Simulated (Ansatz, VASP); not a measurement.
TiAlF: VASP beside Ansatz

```
CELL_PARAMETERS angstrom
2.96231 0.00000 0.00000
0.00000 2.96231 0.00000
0.00000 0.00000 5.52646
ATOMIC_POSITIONS crystal
Ti 0.50000 0.50000 0.00000
Al 0.50000 0.50000 0.50000
F 0.00000 0.00000 0.00000
```

Alike in both runs: functional PBE; k mesh 16 × 16 × 8; occupations gaussian, width 0.1 eV; no spin polarisation.

Ansatz relaxed the structure, and its values are those at the end. VASP's run is a single point on that final structure, the one shown.

|  | VASP | Ansatz |
| --- | --- | --- |
| version | VASP 6.6.1 | Ansatz 0.2.0 |
| potentials or method | VASP PAW PBE potentials, release 64 (Ti_sv, Al, F), cutoff 520 eV | scalar-relativistic, plane waves, PAW |
| valence electrons in the cell | 22 | 22 |

Ansatz gave:

| Item | Value |
| --- | --- |
| gap on the k mesh at the Fermi level (eV) | none |
| pressure (GPa) | 0.0 |

Question: Estimate VASP's values.

Answer: gap on the k mesh at the Fermi level (eV): none; pressure (GPa): 0.1.

A gap of «none» marks a metal or a gap that the smearing closes. The functional is the same, so the differences come from potentials, cutoffs and numerics.
